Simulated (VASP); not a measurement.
# GaN (Fm-3m) in VASP: single point with PBE

Aim: the single point of GaN with PBE.

Program: VASP 6.6.1. These are calculated values, not measurements. Logs are shortened: lines on timing, memory, paths and dates and some standing lists are left out, and cuts for length are marked.

## Step 1: The cell of the first run

The structure is cubic, space group Fm-3m (No. 225). Conventional cell: a = 3.985 Å, b = 3.985 Å, c = 3.985 Å, α = 90.00°, β = 90.00°, γ = 90.00°. Within 2.6 Å of Ga (site symmetry m-3m) lie 6 N at 1.99 Å. Within 2.6 Å of N (site symmetry m-3m) lie 6 Ga at 1.99 Å.

## Step 2: Single point, PBE

Input file INCAR:

```
SYSTEM = GaN
ALGO = Normal
EDIFF = 1E-6
ENCUT = 600
GGA = PE
GGA_COMPAT = .FALSE.
ISIF = 2
ISMEAR = 0
LASPH = .TRUE.
LCHARG = .TRUE.
LELF = .TRUE.
LREAL = .FALSE.
LVHAR = .TRUE.
LWAVE = .FALSE.
NBANDS = 16
NELM = 120
PREC = Accurate
SIGMA = 0.1
```

Input file KPOINTS:

```
k-points
0
G
  8 8 8
  0 0 0
```

Input file POSCAR:

```
GaN
1.0
    0.0000000000      1.9925000000      1.9925000000
    1.9925000000      0.0000000000      1.9925000000
    1.9925000000      1.9925000000      0.0000000000
Ga N
1 1
Direct
    0.5000000000      0.5000000000      0.5000000000
    0.0000000000      0.0000000000      0.0000000000
```

Potentials or basis: VASP PAW PBE potentials, release 64 (Ga_d, N).

Command:

```bash
> cat potpaw_PBE.64/Ga_d/POTCAR potpaw_PBE.64/N/POTCAR > POTCAR
> mpirun -np 1 vasp_std > vasp.out
```

OUTCAR:

```text
SYSTEM = GaN
   EDIFF = 1E-6
   ENCUT = 600
   GGA = PE
   ISIF = 2
   ISMEAR = 0
   LASPH = .TRUE.
   LREAL = .FALSE.
   NELM = 120
   PREC = Accurate

 ion  position               nearest neighbor table
   1  0.500  0.500  0.500-   2 1.99   2 1.99   2 1.99   2 1.99   2 1.99   2 1.99
   2  0.000  0.000  0.000-   1 1.99   1 1.99   1 1.99   1 1.99   1 1.99   1 1.99

  LATTYP: Found a face centered cubic cell.
 ALAT       =     3.9850000000

  Lattice vectors:

 A1 = (   0.0000000000,   1.9925000000,   1.9925000000)
 A2 = (   1.9925000000,   0.0000000000,   1.9925000000)
 A3 = (   1.9925000000,   1.9925000000,   0.0000000000)

Analysis of symmetry for initial positions (statically):
=====================================================================
 Subroutine PRICEL returns:
 Original cell was already a primitive cell.

 Routine SETGRP: Setting up the symmetry group for a
 face centered cubic supercell.

 Subroutine GETGRP returns: Found 48 space group operations
 (whereof 48 operations were pure point group operations)
 out of a pool of 48 trial point group operations.

The static configuration has the point symmetry O_h .

Analysis of symmetry for dynamics (positions and initial velocities):
=====================================================================
 Subroutine PRICEL returns:
 Original cell was already a primitive cell.

 Routine SETGRP: Setting up the symmetry group for a
 face centered cubic supercell.

 Subroutine GETGRP returns: Found 48 space group operations
 (whereof 48 operations were pure point group operations)
 out of a pool of 48 trial point group operations.

The dynamic configuration has the point symmetry O_h .

 Subroutine INISYM returns: Found 48 space group operations
 (whereof 48 operations are pure point group operations),
 and found     1 'primitive' translations

----------------------------------------------------------------------------------------

                                     Primitive cell

  volume of cell :      15.8207

  direct lattice vectors                    reciprocal lattice vectors
     0.000000000  1.992500000  1.992500000    -0.250941029  0.250941029  0.250941029
     1.992500000  0.000000000  1.992500000     0.250941029 -0.250941029  0.250941029
     1.992500000  1.992500000  0.000000000     0.250941029  0.250941029 -0.250941029

  length of vectors
     2.817820523  2.817820523  2.817820523     0.434642612  0.434642612  0.434642612

  position of ions in fractional coordinates (direct lattice)
     0.500000000  0.500000000  0.500000000
     0.000000000  0.000000000  0.000000000

  ion indices of the primitive-cell ions
   primitive index   ion index
                 1           1
                 2           2

----------------------------------------------------------------------------------------

 KPOINTS: k-points

Automatic generation of k-mesh.
 Grid dimensions read from file:
 generate k-points for:    8    8    8

 Generating k-lattice:

  Cartesian coordinates                     Fractional coordinates (reciprocal lattice)
    -0.031367629  0.031367629  0.031367629     0.125000000  0.000000000  0.000000000
     0.031367629 -0.031367629  0.031367629     0.000000000  0.125000000  0.000000000
     0.031367629  0.031367629 -0.031367629     0.000000000  0.000000000  0.125000000

  Length of vectors
     0.054330326  0.054330326  0.054330326

  Shift w.r.t. Gamma in fractional coordinates (k-lattice)
     0.000000000  0.000000000  0.000000000

 Subroutine IBZKPT returns following result:
 ===========================================

 Found     29 irreducible k-points:

 Following reciprocal coordinates:
            Coordinates               Weight
  0.000000  0.000000  0.000000      1.000000
  0.125000  0.000000  0.000000      8.000000
  0.250000  0.000000  0.000000      8.000000
  0.375000  0.000000  0.000000      8.000000
  0.500000  0.000000  0.000000      4.000000
  0.125000  0.125000  0.000000      6.000000
[... 16 lines left out ...]
  0.500000  0.250000  0.125000     48.000000
 -0.375000  0.250000  0.125000     24.000000
 [... further k-points ...]
   k-points           NKPTS =     29   k-points in BZ     NKDIM =     29   number of bands    NBANDS=     16
   number of dos      NEDOS =    301   number of ions     NIONS =      2
   total plane-waves  NPLWV =  13824
   dimension x,y,z NGX =    24 NGY =   24 NGZ =   24
   dimension x,y,z NGXF=    48 NGYF=   48 NGZF=   48
   ions per type =               1   1
   NGX,Y,Z   is equivalent  to a cutoff of  14.16, 14.16, 14.16 a.u.
   NGXF,Y,Z  is equivalent  to a cutoff of  28.32, 28.32, 28.32 a.u.
 SYSTEM =  GaN
   PREC   = accura    normal or accurate (medium, high low for compatibility)
   ISTART =      0    job   : 0-new  1-cont  2-samecut
   ICHARG =      2    charge: 1-file 2-atom 10-const
   ISPIN  =      1    spin polarized calculation?
   LNONCOLLINEAR =      F non collinear calculations
   LSORBIT =      F    spin-orbit coupling
   LASPH  =      T    aspherical Exc in radial PAW
   ENCUT  =  600.0 eV  44.10 Ry    6.64 a.u.   5.63  5.63  5.63*2*pi/ulx,y,z
   NELM   =    120;   NELMIN=  2; NELMDL= -5     # of ELM steps
   EDIFF  = 0.1E-05   stopping-criterion for ELM
   LREAL  =      F    real-space projection
   EDIFFG = 0.1E-04   stopping-criterion for IOM
   NSW    =      0    number of steps for IOM
   IBRION =     -1    ionic relax: 0-MD 1-quasi-New 2-CG
   NFREE  =      0    steps in history (QN), initial steepest desc. (CG)
   ISIF   =      2    stress and relaxation
   ISYM   =      2    0-nonsym 1-usesym 2-fastsym
   POTIM  = 0.5000    time-step for ionic-motion
   TEBEG  =    0.0;   TEEND  =   0.0 temperature during run
   PSTRESS=    0.0 pullay stress
   NELECT =      18.0000    total number of electrons
   NUPDOWN=      -1.0000    fix difference up-down
   EMIN   =  10.00;   EMAX   =-10.00  energy-range for DOS
   EFERMI =   0.00;   METHOD = LEGACY
   ISMEAR =     0;   SIGMA  =   0.10  broadening in eV -4-tet -1-fermi 0-gaus
   EFERMI_NEDOS =   21; number of points for ismear=-14 and -15
   IALGO  =     38    algorithm
   IMIX   =      4    mixing-type and parameters
     AMIX     =   0.40;   BMIX     =  1.00
     AMIX_MAG =   1.60;   BMIX_MAG =  1.00
  volume/ion in A,a.u.               =       7.91        53.38
  Fermi-wavevector in a.u.,A,eV,Ry     =   1.709060  3.229655 39.741073  2.920886
  Thomas-Fermi vector in A             =   2.787614
   LORBIT       =      0    0 simple, 1 ext, 2 COOP (PROOUT), +10 PAW based schemes
   GGA     = PE    functional components
   LHFCALC =     F    Hartree Fock is set to
   AEXX    =    0.0000 exact exchange contribution
   IVDW    =     0    specifies the selected vdW correction
   LEPSILON=     F    determine dielectric tensor
   LRPA    =     F    only Hartree local field effects (RPA)
 non-spin polarized calculation
 Gauss-broadening in eV      SIGMA  =   0.10
  energy-cutoff  :      600.00
  volume of cell :       15.82
 maximum number of plane-waves:       544
 NGX is ok and might be reduce to    24
   NGX = 11   NGY = 11   NGZ = 11

 number of electron      17.9999999 magnetization

 Free energy of the ion-electron system (eV)
  ---------------------------------------------------
  ext. energy  EPLUGINS =         0.00000000
  ---------------------------------------------------
  free energy    TOTEN  =       -10.53644502 eV

  energy without entropy =      -10.53644502  energy(sigma->0) =      -10.53644502

 E-fermi :  10.8119     XC(G=0): -14.1206

 val. band max:       10.2977969544   @ k =  -0.2500   0.1250   0.0000
 cond. band min:      12.1124041345   @ k =   0.5000   0.5000   0.0000
 fundamental gap:      1.8146071801
 Fermi energy:        10.8118550781

 k-point     1 :       0.0000    0.0000    0.0000
  band No.  band energies     occupation
      1      -8.9407      2.00000
      2      -3.6895      2.00000
      3      -3.6895      2.00000
      4      -3.6895      2.00000
      5      -3.5400      2.00000
      6      -3.5400      2.00000
[... 8 lines left out ...]
     15      28.8605      0.00000
     16      28.8605      0.00000

 k-point     2 :       0.1250    0.0000    0.0000
  band No.  band energies     occupation
      1      -8.5802      2.00000
      2      -3.7173      2.00000
      3      -3.6767      2.00000
      4      -3.6767      2.00000
      5      -3.5682      2.00000
      6      -3.5682      2.00000
[... 8 lines left out ...]
     15      28.2438      0.00000
     16      28.2438      0.00000

 k-point     3 :       0.2500    0.0000    0.0000
  band No.  band energies     occupation
      1      -7.5495      2.00000
      2      -3.7960      2.00000
      3      -3.7882      2.00000
      4      -3.7882      2.00000
      5      -3.4894      2.00000
      6      -3.4894      2.00000
[... 8 lines left out ...]
     15      29.8450      0.00000
     16      29.8450      0.00000

 k-point     4 :       0.3750    0.0000    0.0000
  band No.  band energies     occupation
      1      -6.0706      2.00000
      2      -3.9493      2.00000
      3      -3.9305      2.00000
      4      -3.9305      2.00000
      5      -3.3736      2.00000
      6      -3.3736      2.00000
[... 8 lines left out ...]
     15      32.9088      0.00000
     16      32.9088      0.00000
[... 324 lines left out ...]
 k-point    22 :       0.3750    0.2500    0.1250
  band No.  band energies     occupation
      1      -6.8984      2.00000
      2      -3.8453      2.00000
      3      -3.8243      2.00000
      4      -3.6758      2.00000
      5      -3.4930      2.00000
      6      -3.2536      2.00000
[... 8 lines left out ...]
     15      33.9141      0.00000
     16      34.3226      0.00000

 k-point    23 :       0.5000    0.2500    0.1250
  band No.  band energies     occupation
      1      -6.0190      2.00000
      2      -3.9268      2.00000
      3      -3.7794      2.00000
      4      -3.7261      2.00000
      5      -3.3732      2.00000
      6      -2.7764      2.00000
[... 8 lines left out ...]
     15      34.0639      0.00000
     16      35.5050      0.00000

 k-point    24 :      -0.3750    0.2500    0.1250
  band No.  band energies     occupation
      1      -5.6681      2.00000
      2      -3.9848      2.00000
      3      -3.7987      2.00000
      4      -3.6787      2.00000
      5      -3.3185      2.00000
      6      -2.2303      2.00000
[... 8 lines left out ...]
     15      31.3812      0.00000
     16      36.3164      0.00000

 [... further k-points ...]
[... 5 lines left out ...]
  --------------------------------------------------------------------------------------
  -------------------------------------------------------------------------------------
  Total        6.9169653      6.9169653      6.9169653      0.0000000      0.0000000      0.0000000
  in kB      700.4887924    700.4887924    700.4887924      0.0000000      0.0000000      0.0000000
  external PRESSURE =     700.4887924 kB  Pullay stress =       0.0000000 kB

 VOLUME and BASIS-vectors are now :
 -----------------------------------------------------------------------------
  energy-cutoff  :      600.00
  volume of cell :       15.82
      direct lattice vectors                 reciprocal lattice vectors
     0.000000000  1.992500000  1.992500000    -0.250941029  0.250941029  0.250941029
     1.992500000  0.000000000  1.992500000     0.250941029 -0.250941029  0.250941029
     1.992500000  1.992500000  0.000000000     0.250941029  0.250941029 -0.250941029

 POSITION                                       TOTAL-FORCE (eV/Angst)
 -----------------------------------------------------------------------------------
      1.99250      1.99250      1.99250        -0.000000     -0.000000     -0.000000
      0.00000      0.00000      0.00000         0.000000      0.000000      0.000000
 -----------------------------------------------------------------------------------
    total drift:                                0.000000     -0.000000      0.000000

  FREE ENERGIE OF THE ION-ELECTRON SYSTEM (eV)
  ---------------------------------------------------
  free  energy   TOTEN  =       -10.5364450242 eV

  energy  without entropy=      -10.5364450242  energy(sigma->0) =      -10.53644502
```

Wall time 8.5 s (1 thread of Intel Xeon Platinum 8488C (Sapphire Rapids), shared host); peak memory 0.14 GiB.

What came out:

```yaml
Free_energy: -10.5364 eV
Pressure: 70.0 GPa
Band_gap_on_the_k_mesh: 1.81 eV, indirect (least direct gap 5.21 eV)
```
